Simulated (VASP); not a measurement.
# Cu (I4/mmm) in VASP: a series of runs

The runs below take Cu through single point, with PBE.

All numbers are computed with VASP 6.6.1; they aren't measurements. Logs are shortened: lines on timing, memory, paths and dates and some standing lists are left out, and cuts for length are marked.

### Step 1. The cell of the first run

It takes space group I4/mmm (No. 139, tetragonal). The conventional cell has a = 2.631 Å, b = 2.631 Å, c = 3.448 Å, α = 90.00°, β = 90.00°, γ = 90.00°. Cu (site symmetry 4/mmm) has 12 Cu at 2.54 to 2.63 Å within 3.3 Å.

### Step 2. Single point, PBE (strain +0.025 along x and y, -0.050 along z)

Contents of INCAR:

```
SYSTEM = Cu
PREC = Accurate ; ENCUT = 520
EDIFF = 1E-6 ; ISMEAR = 0
SIGMA = 0.15 ; LREAL = .FALSE.
LASPH = .TRUE. ; NELM = 80
ALGO = Fast ; ISIF = 2
LWAVE = .FALSE. ; LCHARG = .TRUE.
GGA = PE ; LELF = .TRUE.
LVHAR = .TRUE. ; NBANDS = 12
```

Contents of KPOINTS:

```
Automatic mesh
0
G
  28 28 28
  0 0 0
```

Contents of POSCAR:

```
Cu
1.0
    0.0000000000      1.8602459814      1.7241304218
    1.8602459814      0.0000000000      1.7241304218
    1.8602459814      1.8602459814      0.0000000000
Cu
1
Direct
    0.0000000000      0.0000000000      0.0000000000
```

Potentials or basis: VASP PAW PBE potentials, release 64 (Cu).

The run is started by

```
$ cat potpaw_PBE.64/Cu/POTCAR > POTCAR
$ mpirun -np 1 vasp_std > vasp.out
```

OUTCAR:

```text
SYSTEM = Cu
   PREC = Accurate
   ENCUT = 520
   EDIFF = 1E-6
   ISMEAR = 0
   LREAL = .FALSE.
   LASPH = .TRUE.
   NELM = 80
   ISIF = 2
   GGA = PE

 ion  position               nearest neighbor table
   1  0.000  0.000  0.000-

  LATTYP: Found a body centered tetragonal cell.
 ALAT       =     2.6307850962
 C/A-ratio  =     1.3107345212

  Lattice vectors:

 A1 = (   0.0000000000,  -1.8602459814,  -1.7241304218)
 A2 = (   0.0000000000,   1.8602459814,  -1.7241304218)
 A3 = (   1.8602459814,   0.0000000000,   1.7241304218)

Analysis of symmetry for initial positions (statically):
=====================================================================
 Subroutine PRICEL returns:
 Original cell was already a primitive cell.

 Routine SETGRP: Setting up the symmetry group for a
 body centered tetragonal supercell.

 Subroutine GETGRP returns: Found 16 space group operations
 (whereof 16 operations were pure point group operations)
 out of a pool of 16 trial point group operations.

The static configuration has the point symmetry D_4h.

Analysis of symmetry for dynamics (positions and initial velocities):
=====================================================================
 Subroutine PRICEL returns:
 Original cell was already a primitive cell.

 Routine SETGRP: Setting up the symmetry group for a
 body centered tetragonal supercell.

 Subroutine GETGRP returns: Found 16 space group operations
 (whereof 16 operations were pure point group operations)
 out of a pool of 16 trial point group operations.

The dynamic configuration has the point symmetry D_4h.

 Subroutine INISYM returns: Found 16 space group operations
 (whereof 16 operations are pure point group operations),
 and found     1 'primitive' translations

----------------------------------------------------------------------------------------

                                     Primitive cell

  volume of cell :      11.9328

  direct lattice vectors                    reciprocal lattice vectors
     0.000000000  1.860245981  1.724130422    -0.268781658  0.268781658  0.290001263
     1.860245981  0.000000000  1.724130422     0.268781658 -0.268781658  0.290001263
     1.860245981  1.860245981  0.000000000     0.268781658  0.268781658 -0.290001263

  length of vectors
     2.536363701  2.536363701  2.630785096     0.478108662  0.478108662  0.478108662

  position of ions in fractional coordinates (direct lattice)
     0.000000000  0.000000000  0.000000000

  ion indices of the primitive-cell ions
   primitive index   ion index
[... 82 lines left out ...]
   TEBEG  =    0.0;   TEEND  =   0.0 temperature during run
   PSTRESS=    0.0 pullay stress
   NELECT =      11.0000    total number of electrons
   NUPDOWN=      -1.0000    fix difference up-down
   EMIN   =  10.00;   EMAX   =-10.00  energy-range for DOS
   EFERMI =   0.00;   METHOD = LEGACY
   ISMEAR =     0;   SIGMA  =   0.15  broadening in eV -4-tet -1-fermi 0-gaus
   EFERMI_NEDOS =   21; number of points for ismear=-14 and -15
   IALGO  =     68    algorithm
   IMIX   =      4    mixing-type and parameters
     AMIX     =   0.40;   BMIX     =  1.00
     AMIX_MAG =   1.60;   BMIX_MAG =  1.00
  volume/ion in A,a.u.               =      11.93        80.53
  Fermi-wavevector in a.u.,A,eV,Ry     =   1.593280  3.010863 34.538949  2.538541
  Thomas-Fermi vector in A             =   2.691534
   LORBIT       =      0    0 simple, 1 ext, 2 COOP (PROOUT), +10 PAW based schemes
   GGA     = PE    functional components
   LHFCALC =     F    Hartree Fock is set to
   AEXX    =    0.0000 exact exchange contribution
   IVDW    =     0    specifies the selected vdW correction
   LEPSILON=     F    determine dielectric tensor
   LRPA    =     F    only Hartree local field effects (RPA)
 non-spin polarized calculation
 RMM-DIIS sequential band-by-band and
 Gauss-broadening in eV      SIGMA  =   0.15
  energy-cutoff  :      520.00
  volume of cell :       11.93
 maximum number of plane-waves:       338
   NGX =  9   NGY =  9   NGZ =  9

 number of electron      11.0000003 magnetization

 Free energy of the ion-electron system (eV)
  ---------------------------------------------------
  ext. energy  EPLUGINS =         0.00000000
  ---------------------------------------------------
  free energy    TOTEN  =        -3.72322290 eV

  energy without entropy =       -3.71965014  energy(sigma->0) =       -3.72143652

 E-fermi :   7.4675     XC(G=0): -12.6660

 val. band max:        7.4635739475   @ k =  -0.3571   0.1786   0.0357
 cond. band min:       7.4685000712   @ k =   0.4643   0.0000   0.2857
 fundamental gap:      0.0049261237
 Fermi energy:         7.4674771631

 k-point     1 :       0.0000    0.0000    0.0000
  band No.  band energies     occupation
      1      -1.8136      2.00000
      2       4.3617      2.00000
      3       4.3617      2.00000
      4       4.6969      2.00000
      5       5.0851      2.00000
      6       5.4223      2.00000
      7      30.0822      0.00000
      8      32.4916      0.00000
      9      32.4916      0.00000
     10      32.8113      0.00000
     11      34.9613      0.00000
     12      35.1712      0.00000
[... 331 lines left out ...]
 k-point    24 :       0.3214    0.0357    0.0000
  band No.  band energies     occupation
      1       1.2803      2.00000
      2       4.3185      2.00000
      3       4.4061      2.00000
      4       4.7355      2.00000
      5       5.4734      2.00000
      6       5.5638      2.00000
      7      17.0112      0.00000
      8      27.9750      0.00000
      9      28.2422      0.00000
     10      32.7502      0.00000
     11      34.0124      0.00000
     12      34.9101      0.00000

 [... further k-points ...]

------------------------ aborting loop because EDIFF is reached ----------------------------------------

  FORCE on cell =-STRESS in cart. coord.  units (eV):
  Direction    XX          YY          ZZ          XY          YZ          ZX
  --------------------------------------------------------------------------------------
  -------------------------------------------------------------------------------------
  Total       -0.0017160     -0.0017160      0.2117746      0.0000000     -0.0000000     -0.0000000
  in kB       -0.2304061     -0.2304061     28.4343686      0.0000000     -0.0000000     -0.0000000
  external PRESSURE =       9.3245188 kB  Pullay stress =       0.0000000 kB

 VOLUME and BASIS-vectors are now :
 -----------------------------------------------------------------------------
  energy-cutoff  :      520.00
  volume of cell :       11.93
      direct lattice vectors                 reciprocal lattice vectors
     0.000000000  1.860245981  1.724130422    -0.268781658  0.268781658  0.290001263
     1.860245981  0.000000000  1.724130422     0.268781658 -0.268781658  0.290001263
     1.860245981  1.860245981  0.000000000     0.268781658  0.268781658 -0.290001263

 POSITION                                       TOTAL-FORCE (eV/Angst)
 -----------------------------------------------------------------------------------
      0.00000      0.00000      0.00000         0.000000      0.000000      0.000000
 -----------------------------------------------------------------------------------
    total drift:                                0.000000      0.000000      0.000000

  FREE ENERGIE OF THE ION-ELECTRON SYSTEM (eV)
  ---------------------------------------------------
  free  energy   TOTEN  =        -3.7232229044 eV

  energy  without entropy=       -3.7196501401  energy(sigma->0) =       -3.72143652
```

stdout:

```text
POSCAR found type information on POSCAR Cu
 POSCAR found :  1 types and       1 ions
 scaLAPACK will be used
 LDA part: xc-table for (Slater+PW92), standard interpolation
 POSCAR, INCAR and KPOINTS ok, starting setup
 FFT: planning ... GRIDC
 FFT: planning ... GRID_SOFT
 FFT: planning ... GRID
 WAVECAR not read
 entering main loop
WARNING in EDDRMM: call to ZHEGV failed, returncode =   6  3     10
WARNING in EDDRMM: call to ZHEGV failed, returncode =   6  3      9
WARNING in EDDRMM: call to ZHEGV failed, returncode =   6  3      9
WARNING in EDDRMM: call to ZHEGV failed, returncode =   6  3      7
WARNING in EDDRMM: call to ZHEGV failed, returncode =   6  3     11
WARNING in EDDRMM: call to ZHEGV failed, returncode =   6  3      8
WARNING in EDDRMM: call to ZHEGV failed, returncode =   6  3      8
```

Wall time 3.2 min (1 thread of Intel Xeon Platinum 8259CL at 2.50GHz (Skylake/Cascade Lake), shared host); peak memory 0.33 GiB.

What came out:

```
Free energy            : -3.7232 eV
Pressure               : 0.9 GPa
Band gap on the k mesh : zero (an odd number of electrons rules out a gap without spin polarisation)
```

Caveat: the cell differs from its parent crystal (strain +0.025 along x and y, -0.050 along z).

### Step 3. Single point, PBE (strain +0.025 along x and y, -0.025 along z)

Contents of INCAR:

```
  PREC = Accurate
  ENCUT = 520
  EDIFF = 1E-6
  ISMEAR = 0
  SIGMA = 0.15
  LREAL = F
  LASPH = T
  NELM = 80
  ALGO = Fast
  ISIF = 2
  LWAVE = F
  LCHARG = F
  GGA = PE
  NBANDS = 12
```

Contents of KPOINTS:

```
regular mesh
0
Gamma
  28 28 28
```

Contents of POSCAR:

```
Cu
1.0
    0.0000000000      1.8602459814      1.7695022750
    1.8602459814      0.0000000000      1.7695022750
    1.8602459814      1.8602459814      0.0000000000
Cu
1
Direct
    0.0000000000      0.0000000000      0.0000000000
```

Potentials or basis: VASP PAW PBE potentials, release 64 (Cu).

The run is started by

```
$ cat potpaw_PBE.64/Cu/POTCAR > POTCAR
$ mpirun -np 1 vasp_std > vasp.out
```

Run time: 3.1 min. Hardware: 1 thread of Intel Xeon Platinum 8259CL at 2.50GHz (Skylake/Cascade Lake), shared host; peak memory 0.33 GiB.

It converged, with:

```
Free energy            : -3.7250 eV
Pressure               : -2.5 GPa
Band gap on the k mesh : zero (an odd number of electrons rules out a gap without spin polarisation)
```

Stress tensor (GPa, compression positive):
```
-3.19  0.00  0.00
 0.00 -3.19  0.00
 0.00  0.00 -1.09
```

Levels at points of the mesh, in eV from the Fermi level:
```csv
k point,band 4,band 5,band 6,band 7,band 8,band 9
"(0.00, 0.00, 0.00)",-2.78,-2.27,-2.05,22.34,24.63,24.63
"(0.50, 0.00, 0.00)",-1.67,-1.57,-0.90,3.57,20.32,20.71
"(0.50, 0.50, 0.00)",-1.48,-1.48,2.23,7.73,12.03,12.03
"(0.50, 0.00, 0.50)",-1.56,-1.42,1.17,6.42,13.16,13.25
```

Caveat: the cell differs from its parent crystal (strain +0.025 along x and y, -0.025 along z).

### Step 4. Single point, PBE (strain +0.050 along x and y, +0.000 along z)

Contents of INCAR:

```
SYSTEM = Cu
  ALGO = Normal
  EDIFF = 1E-6
  ENCUT = 700
  GGA = PE
  GGA_COMPAT = .FALSE.
  ISIF = 2
  ISMEAR = 0
  LASPH = .TRUE.
  LCHARG = .TRUE.
  LELF = .TRUE.
  LREAL = .FALSE.
  LVHAR = .TRUE.
  LWAVE = .FALSE.
  NBANDS = 16
  NELM = 120
  PREC = Accurate
  SIGMA = 0.15
```

Contents of KPOINTS:

```
k-points
0
G
  28 28 28
  0 0 0
```

Contents of POSCAR:

```
Cu
1.0
    0.0000000000      1.9056178346      1.8148741282
    1.9056178346      0.0000000000      1.8148741282
    1.9056178346      1.9056178346      0.0000000000
Cu
1
Direct
    0.0000000000      0.0000000000      0.0000000000
```

Potentials or basis: VASP PAW PBE potentials, release 64 (Cu_sv_GW).

The run is started by

```
$ cat potpaw_PBE.64/Cu_sv_GW/POTCAR > POTCAR
$ mpirun -np 1 vasp_std > vasp.out
```

OUTCAR:

```text
SYSTEM = Cu
   EDIFF = 1E-6
   ENCUT = 700
   GGA = PE
   ISIF = 2
   ISMEAR = 0
   LASPH = .TRUE.
   LREAL = .FALSE.
   NELM = 120
   PREC = Accurate

 ion  position               nearest neighbor table
   1  0.000  0.000  0.000-

  LATTYP: Found a body centered tetragonal cell.
 ALAT       =     2.6949505864
 C/A-ratio  =     1.3468700594

  Lattice vectors:

 A1 = (   0.0000000000,  -1.9056178346,  -1.8148741282)
 A2 = (   0.0000000000,   1.9056178346,  -1.8148741282)
 A3 = (   1.9056178346,   0.0000000000,   1.8148741282)

Analysis of symmetry for initial positions (statically):
=====================================================================
 Subroutine PRICEL returns:
 Original cell was already a primitive cell.

 Routine SETGRP: Setting up the symmetry group for a
 body centered tetragonal supercell.

 Subroutine GETGRP returns: Found 16 space group operations
 (whereof 16 operations were pure point group operations)
[... 157 lines left out ...]
  ---------------------------------------------------
  free energy    TOTEN  =        -3.74667807 eV

  energy without entropy =       -3.74318451  energy(sigma->0) =       -3.74493129

 E-fermi :   6.3191     XC(G=0): -12.6744

 val. band max:        6.3175687045   @ k =  -0.3214   0.2143   0.0000
 cond. band min:       6.3210966311   @ k =   0.4643   0.3571   0.0714
 fundamental gap:      0.0035279265
 Fermi energy:         6.3191478224

 k-point     1 :       0.0000    0.0000    0.0000
  band No.  band energies     occupation
      1    -106.0102      2.00000
      2     -63.3581      2.00000
      3     -63.3574      2.00000
      4     -63.3574      2.00000
      5      -2.2941      2.00000
      6       3.5590      2.00000
[... 433 lines left out ...]
      3     -63.3687      2.00000
      4     -63.3639      2.00000
      5       0.6115      2.00000
      6       3.4938      2.00000
[... 8 lines left out ...]
     15      31.7759      0.00000
     16      31.8308      0.00000

 [... further k-points ...]

------------------------ aborting loop because EDIFF is reached ----------------------------------------

  FORCE on cell =-STRESS in cart. coord.  units (eV):
  Direction    XX          YY          ZZ          XY          YZ          ZX
  --------------------------------------------------------------------------------------
  -------------------------------------------------------------------------------------
  Total       -1.2158229     -1.2158229     -1.0777351      0.0000000      0.0000000      0.0000000
  in kB     -147.7858262   -147.7858262   -131.0009627      0.0000000      0.0000000      0.0000000
  external PRESSURE =    -142.1908717 kB  Pullay stress =       0.0000000 kB

 VOLUME and BASIS-vectors are now :
 -----------------------------------------------------------------------------
  energy-cutoff  :      700.00
  volume of cell :       13.18
      direct lattice vectors                 reciprocal lattice vectors
     0.000000000  1.905617835  1.814874128    -0.262382095  0.262382095  0.275501200
     1.905617835  0.000000000  1.814874128     0.262382095 -0.262382095  0.275501200
     1.905617835  1.905617835  0.000000000     0.262382095  0.262382095 -0.275501200

 POSITION                                       TOTAL-FORCE (eV/Angst)
 -----------------------------------------------------------------------------------
      0.00000      0.00000      0.00000        -0.000000     -0.000000      0.000000
 -----------------------------------------------------------------------------------
    total drift:                                0.000000      0.000000     -0.000000

  FREE ENERGIE OF THE ION-ELECTRON SYSTEM (eV)
  ---------------------------------------------------
  free  energy   TOTEN  =        -3.7466780680 eV

  energy  without entropy=       -3.7431845139  energy(sigma->0) =       -3.74493129
```

OSZICAR:

```text
N       E                     dE             d eps       ncg     rms          rms(c)
DAV:   1     0.227825158422E+03    0.22783E+03   -0.13944E+04 70752   0.425E+03
DAV:   2     0.465589177544E+01   -0.22317E+03   -0.21285E+03 79728   0.943E+02
DAV:   3    -0.440942454333E+01   -0.90653E+01   -0.90480E+01 71320   0.172E+02
DAV:   4    -0.452959629122E+01   -0.12017E+00   -0.12016E+00 72096   0.143E+01
DAV:   5    -0.453752394730E+01   -0.79277E-02   -0.79276E-02 77928   0.434E+00    0.773E+00
DAV:   6    -0.441088008595E+01    0.12664E+00   -0.59428E+00 76872   0.190E+02    0.602E+00
DAV:   7    -0.375857740047E+01    0.65230E+00   -0.20827E+00 60392   0.108E+02    0.137E+00
DAV:   8    -0.374741751340E+01    0.11160E-01   -0.34014E-02 82040   0.441E+00    0.319E-01
DAV:   9    -0.374677902334E+01    0.63849E-03   -0.32750E-03 83576   0.405E+00    0.920E-02
DAV:  10    -0.374667806643E+01    0.10096E-03   -0.19758E-04 85288   0.996E-01    0.481E-03
DAV:  11    -0.374667806802E+01   -0.15925E-08   -0.98678E-07 49616   0.431E-02
   1 F= -.37466781E+01 E0= -.37449313E+01  d E =-.349355E-02
```

It took 6.5 min on 1 thread of Intel Xeon Platinum 8375C at 2.90GHz (Ice Lake), shared host; peak memory 0.7 GiB.

Results:

| Item | Value |
| --- | --- |
| Free energy | -3.7467 eV |
| Pressure | -14.2 GPa |
| Band gap on the k mesh | zero (an odd number of electrons rules out a gap without spin polarisation) |

Stress tensor (GPa, compression positive):
```
-14.78   0.00   0.00
  0.00 -14.78   0.00
  0.00   0.00 -13.10
```

Caveat: the cell differs from its parent crystal (strain +0.050 along x and y, +0.000 along z); the cell stands under tension.

### Step 5. Overview

```tsv
potentials or basis	cell	cutoff (eV)	gap on the mesh (eV)	pressure (GPa)
VASP PAW PBE potentials, release 64 (Cu)	a = 2.536, b = 2.536, c = 2.631 Å, angles 58.8, 58.8, 62.5°, 1 atom	520	none	0.9
VASP PAW PBE potentials, release 64 (Cu)	a = 2.567, b = 2.567, c = 2.631 Å, angles 59.2, 59.2, 61.6°, 1 atom	520	none	-2.5
VASP PAW PBE potentials, release 64 (Cu_sv_GW)	a = 2.632, b = 2.632, c = 2.695 Å, angles 59.2, 59.2, 61.6°, 1 atom	700	none	-14.2
```

Alike in all rows: task single point; level PBE; no spin polarisation; k mesh 28 × 28 × 28; smearing gaussian 0.15 eV.

Caveats: the cell stands under tension (at least some runs).

Total energies depend on the potentials used, so only differences within one code and one set of settings carry meaning.
